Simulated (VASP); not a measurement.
Input of a VASP 6.6.1 run:

File INCAR:

```
SYSTEM = CdS
PREC = Accurate
ENCUT = 600
EDIFF = 1E-6
ISMEAR = -1
SIGMA = 0.05
LREAL = .FALSE.
LASPH = .TRUE.
NELM = 80
ALGO = Normal
ISIF = 3
LWAVE = .FALSE.
LCHARG = .FALSE.
GGA = B5
ALDAX = 1.0
AGGAX = 1.0
AGGAC = 1.0
ALDAC = 0.0
IVDW = 13
VDW_S6 = 1.0
VDW_S8 = 2.34076671
VDW_A1 = 0.44488865
VDW_A2 = 4.0933009
IBRION = 2
NSW = 80
EDIFFG = -0.01
```

Contents of KPOINTS:

```
Automatic mesh
0
G
  8 8 8
  0 0 0
```

The input POSCAR:

```
CdS
1.0
    0.0000000000      2.9165000000      2.9165000000
    2.9165000000      0.0000000000      2.9165000000
    2.9165000000      2.9165000000      0.0000000000
Cd S
1 1
Direct
    0.0000000000      0.0000000000      0.0000000000
    0.7500000000      0.7500000000      0.7500000000
```

Potentials or basis: VASP PAW PBE potentials, release 64 (Cd, S).

Run with:

```console
$ cat potpaw_PBE.64/Cd/POTCAR potpaw_PBE.64/S/POTCAR > POTCAR
$ mpirun -np 1 vasp_std > vasp.out
```

(1) Predict the band gap on the k mesh.

(2) Predict the space group after relaxing (to 0.1 Å).

(3) Estimate the relaxed cell.

## Answers

(1) 1.04 eV.

(2) F-43m (No. 216).

(3) a = 4.172 Å, b = 4.172 Å, c = 4.172 Å, α = 60.00°, β = 60.00°, γ = 60.00°.
